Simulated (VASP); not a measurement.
# Cd (Pm-3m) in VASP: notebook

The runs below take Cd through single point, with r2SCAN.

Everything below comes from runs of VASP 6.6.1. Logs are shortened: lines on timing, memory, paths and dates and some standing lists are left out, and cuts for length are marked.

## Step 1: The cell of the first run

Symmetry: Pm-3m, No. 221, cubic system. Conventional cell: a = 2.901 Å, b = 2.901 Å, c = 2.901 Å, α = 90.00°, β = 90.00°, γ = 90.00°. Cd (site symmetry m-3m) has 6 Cd at 2.90 Å within 3.8 Å.

This isn't the form of Cd at room conditions, which is hcp.

## Step 2: Single point, r2SCAN (24.41 Å³/atom)

The input, POSCAR:

```
Cd
1.0
    2.9008937457      0.0000000000      0.0000000000
    0.0000000000      2.9008937457      0.0000000000
    0.0000000000      0.0000000000      2.9008937457
Cd
1
Direct
    0.0000000000      0.0000000000      0.0000000000
```

The input, INCAR.step1:

```
SYSTEM = Cd
ALGO = Normal
EDIFF = 1E-5
ENCUT = 550
GGA = PE
GGA_COMPAT = .False.
ISMEAR = -1
LASPH = .True.
LCHARG = .False.
LREAL = .False.
LWAVE = .True.
NBANDS = 12
NELM = 120
PREC = Accurate
SIGMA = 0.1
```

The input, INCAR.step2:

```
SYSTEM = Cd
ALGO = Normal
EDIFF = 1E-6
ENCUT = 550
GGA_COMPAT = .False.
ISIF = 2
ISMEAR = -1
ISTART = 1
LASPH = .True.
LCHARG = .False.
LMIXTAU = .True.
LREAL = .False.
LWAVE = .False.
METAGGA = R2SCAN
NBANDS = 12
NELM = 120
PREC = Accurate
SIGMA = 0.1
```

The input, KPOINTS:

```
k-points
0
Gamma
  12 12 12
  0 0 0
```

Potentials or basis: VASP PAW PBE potentials, release 64 (Cd).

Command:

```console
cat potpaw_PBE.64/Cd/POTCAR > POTCAR
cp INCAR.step1 INCAR
mpirun -np 1 vasp_std > vasp.out
cp INCAR.step2 INCAR
mpirun -np 1 vasp_std > vasp.out
```

OUTCAR:

```text
SYSTEM = Cd
   EDIFF = 1E-6
   ENCUT = 550
   ISIF = 2
   ISMEAR = -1
   ISTART = 1
   LASPH = .True.
   LREAL = .False.
   METAGGA = R2SCAN
   NELM = 120
   PREC = Accurate

 ion  position               nearest neighbor table
   1  0.000  0.000  0.000-

  LATTYP: Found a simple cubic cell.
 ALAT       =     2.9008937457

  Lattice vectors:

 A1 = (   2.9008937457,   0.0000000000,   0.0000000000)
 A2 = (   0.0000000000,   2.9008937457,   0.0000000000)
 A3 = (   0.0000000000,   0.0000000000,   2.9008937457)

Analysis of symmetry for initial positions (statically):
=====================================================================
 Subroutine PRICEL returns:
 Original cell was already a primitive cell.

 Routine SETGRP: Setting up the symmetry group for a
 simple cubic supercell.

 Subroutine GETGRP returns: Found 48 space group operations
 (whereof 48 operations were pure point group operations)
 out of a pool of 48 trial point group operations.

The static configuration has the point symmetry O_h .

Analysis of symmetry for dynamics (positions and initial velocities):
=====================================================================
 Subroutine PRICEL returns:
 Original cell was already a primitive cell.

 Routine SETGRP: Setting up the symmetry group for a
 simple cubic supercell.

 Subroutine GETGRP returns: Found 48 space group operations
 (whereof 48 operations were pure point group operations)
 out of a pool of 48 trial point group operations.

The dynamic configuration has the point symmetry O_h .

 Subroutine INISYM returns: Found 48 space group operations
 (whereof 48 operations are pure point group operations),
 and found     1 'primitive' translations

----------------------------------------------------------------------------------------

                                     Primitive cell

  volume of cell :      24.4116

  direct lattice vectors                    reciprocal lattice vectors
     2.900893746  0.000000000  0.000000000     0.344721347  0.000000000  0.000000000
     0.000000000  2.900893746  0.000000000     0.000000000  0.344721347  0.000000000
     0.000000000  0.000000000  2.900893746     0.000000000  0.000000000  0.344721347

  length of vectors
     2.900893746  2.900893746  2.900893746     0.344721347  0.344721347  0.344721347

  position of ions in fractional coordinates (direct lattice)
     0.000000000  0.000000000  0.000000000

  ion indices of the primitive-cell ions
   primitive index   ion index
                 1           1
[... 79 lines left out ...]
   ISYM   =      2    0-nonsym 1-usesym 2-fastsym
   POTIM  = 0.5000    time-step for ionic-motion
   TEBEG  =    0.0;   TEEND  =   0.0 temperature during run
   PSTRESS=    0.0 pullay stress
   NELECT =      12.0000    total number of electrons
   NUPDOWN=      -1.0000    fix difference up-down
   EMIN   =  10.00;   EMAX   =-10.00  energy-range for DOS
   EFERMI =   0.00;   METHOD = LEGACY
   ISMEAR =    -1;   SIGMA  =   0.10  broadening in eV -4-tet -1-fermi 0-gaus
   EFERMI_NEDOS =   21; number of points for ismear=-14 and -15
   IALGO  =     38    algorithm
   IMIX   =      4    mixing-type and parameters
     AMIX     =   0.40;   BMIX     =  1.00
     AMIX_MAG =   1.60;   BMIX_MAG =  1.00
  volume/ion in A,a.u.               =      24.41       164.74
  Fermi-wavevector in a.u.,A,eV,Ry     =   1.292023  2.441569 22.712508  1.669322
  Thomas-Fermi vector in A             =   2.423756
   LORBIT       =      0    0 simple, 1 ext, 2 COOP (PROOUT), +10 PAW based schemes
   METAGGA = R2SCAN    functional components
   LHFCALC =     F    Hartree Fock is set to
   AEXX    =    0.0000 exact exchange contribution
   IVDW    =     0    specifies the selected vdW correction
   LEPSILON=     F    determine dielectric tensor
   LRPA    =     F    only Hartree local field effects (RPA)
 non-spin polarized calculation
  energy-cutoff  :      550.00
  volume of cell :       24.41
 maximum number of plane-waves:       739
 NGX is ok and might be reduce to    24
   NGX = 11   NGY = 11   NGZ = 11

 number of electron      11.9999993 magnetization

 Free energy of the ion-electron system (eV)
  ---------------------------------------------------
  ext. energy  EPLUGINS =         0.00000000
  ---------------------------------------------------
  free energy    TOTEN  =       -19.92865364 eV

  energy without entropy =      -19.91310765  energy(sigma->0) =      -19.92088065

 E-fermi :   1.9986     XC(G=0): -10.9727

 val. band max:        1.9267097186   @ k =   0.4167   0.1667   0.0000
 cond. band min:       2.0668435429   @ k =   0.5000   0.3333   0.0833
 fundamental gap:      0.1401338243
 Fermi energy:         1.9985638811

 k-point     1 :       0.0000    0.0000    0.0000
  band No.  band energies     occupation
      1      -8.3011      2.00000
      2      -8.3011      2.00000
      3      -6.6599      2.00000
      4      -6.6599      2.00000
      5      -6.6599      2.00000
      6      -6.3255      2.00000
      7      12.7625      0.00000
      8      12.7625      0.00000
      9      12.7625      0.00000
     10      16.4539      0.00000
     11      16.4539      0.00000
     12      17.8389      0.00000
[... 331 lines left out ...]
 k-point    24 :       0.4167    0.3333    0.0000
  band No.  band energies     occupation
      1      -7.8558      2.00000
      2      -7.8101      2.00000
      3      -7.0621      2.00000
      4      -6.9664      2.00000
      5      -6.6732      2.00000
      6      -0.2736      2.00000
      7       3.3209      0.00000
      8       7.3280      0.00000
      9      11.1191      0.00000
     10      19.3701      0.00000
     11      19.6761      0.00000
     12      22.0480      0.00000

 [... further k-points ...]

------------------------ aborting loop because EDIFF is reached ----------------------------------------

  FORCE on cell =-STRESS in cart. coord.  units (eV):
  Direction    XX          YY          ZZ          XY          YZ          ZX
  --------------------------------------------------------------------------------------
  -------------------------------------------------------------------------------------
  Total        0.3396733      0.3396733      0.3396733     -0.0000000     -0.0000000      0.0000000
  in kB       22.2934089     22.2934089     22.2934089     -0.0000000     -0.0000000      0.0000000
  external PRESSURE =      22.2934089 kB  Pullay stress =       0.0000000 kB

 VOLUME and BASIS-vectors are now :
 -----------------------------------------------------------------------------
  energy-cutoff  :      550.00
  volume of cell :       24.41
      direct lattice vectors                 reciprocal lattice vectors
     2.900893746  0.000000000  0.000000000     0.344721347  0.000000000  0.000000000
     0.000000000  2.900893746  0.000000000     0.000000000  0.344721347  0.000000000
     0.000000000  0.000000000  2.900893746     0.000000000  0.000000000  0.344721347

 POSITION                                       TOTAL-FORCE (eV/Angst)
 -----------------------------------------------------------------------------------
      0.00000      0.00000      0.00000         0.000000      0.000000      0.000000
 -----------------------------------------------------------------------------------
    total drift:                                0.000000      0.000000      0.000000

  FREE ENERGIE OF THE ION-ELECTRON SYSTEM (eV)
  ---------------------------------------------------
  free  energy   TOTEN  =       -19.9286536448 eV

  energy  without entropy=      -19.9131076485  energy(sigma->0) =      -19.92088065
```

OUTCAR.step1:

```text
SYSTEM = Cd
   EDIFF = 1E-5
   ENCUT = 550
   GGA = PE
   ISMEAR = -1
   LASPH = .True.
   LREAL = .False.
[... 576 lines left out ...]
 -----------------------------------------------------------------------------------
      0.00000      0.00000      0.00000         0.000000      0.000000      0.000000
 -----------------------------------------------------------------------------------
    total drift:                                0.000000      0.000000      0.000000

  FREE ENERGIE OF THE ION-ELECTRON SYSTEM (eV)
  ---------------------------------------------------
  free  energy   TOTEN  =        -0.5917584257 eV

  energy  without entropy=       -0.5758714970  energy(sigma->0) =       -0.58381496
```

Wall time 22 s (1 thread of Intel Xeon 6975P-C (Granite Rapids), shared host); peak memory 0.15 GiB.

What came out:

| Item | Value |
| --- | --- |
| Free energy | -19.9287 eV |
| Pressure | 2.2 GPa |
| Band gap on the k mesh | zero (bands 6 and 7 overlap by 7.39 eV) |

Caveat: the PAW data sets were made with another functional, which shifts forces and pressure a little.

## Step 3: Single point, r2SCAN (25.43 Å³/atom)

This run uses another cell than the first one, of 25.43 Å³/atom.

The input, POSCAR:

```
Cd
1.0
    2.9406369548      0.0000000000      0.0000000000
    0.0000000000      2.9406369548      0.0000000000
    0.0000000000      0.0000000000      2.9406369548
Cd
1
Direct
    0.0000000000      0.0000000000      0.0000000000
```

The input, INCAR.step1:

```
SYSTEM = Cd
  ALGO = Normal
  EDIFF = 1E-5
  ENCUT = 550
  GGA = PE
  GGA_COMPAT = .False.
  ISMEAR = -1
  LASPH = .True.
  LCHARG = .False.
  LREAL = .False.
  LWAVE = .True.
  NBANDS = 12
  NELM = 120
  PREC = Accurate
  SIGMA = 0.1
```

The input, INCAR.step2:

```
SYSTEM = Cd
  ALGO = Normal
  EDIFF = 1E-6
  ENCUT = 550
  GGA_COMPAT = .False.
  ISIF = 2
  ISMEAR = -1
  ISTART = 1
  LASPH = .True.
  LCHARG = .True.
  LELF = .True.
  LMIXTAU = .True.
  LREAL = .False.
  LVHAR = .True.
  LWAVE = .False.
  METAGGA = R2SCAN
  NBANDS = 12
  NELM = 120
  PREC = Accurate
  SIGMA = 0.1
```

KPOINTS is that of step 2.

Potentials or basis: VASP PAW PBE potentials, release 64 (Cd).

Command:

```console
cat potpaw_PBE.64/Cd/POTCAR > POTCAR
cp INCAR.step1 INCAR
mpirun -np 1 vasp_std > vasp.out
cp INCAR.step2 INCAR
mpirun -np 1 vasp_std > vasp.out
```

Wall time 22 s (1 thread of Intel Xeon 6975P-C (Granite Rapids), shared host); peak memory 0.15 GiB.

The run converged. Its results:

| Item | Value |
| --- | --- |
| Free energy | -19.9370 eV |
| Pressure | 0.4 GPa |
| Band gap on the k mesh | zero (bands 6 and 7 overlap by 7.09 eV) |

Levels at points of the mesh, in eV from the Fermi level:
| k point | band 3 | band 4 | band 5 | band 6 | band 7 | band 8 | band 9 | band 10 |
| --- | --- | --- | --- | --- | --- | --- | --- | --- |
| (0.00, 0.00, 0.00) | -8.63 | -8.63 | -8.63 | -8.05 | 10.50 | 10.50 | 10.50 | 14.09 |
| (0.50, 0.00, 0.00) | -9.08 | -9.08 | -8.59 | -2.80 | -2.30 | 14.65 | 14.65 | 15.43 |
| (0.50, 0.50, 0.00) | -9.01 | -9.01 | -8.23 | 1.19 | 1.19 | 2.11 | 6.06 | 19.10 |
| (0.50, 0.50, 0.50) | -9.72 | -8.20 | -8.20 | 4.78 | 4.78 | 4.78 | 8.18 | 9.05 |

Caveat: the PAW data sets were made with another functional, which shifts forces and pressure a little.

[end of part 1 of 2]
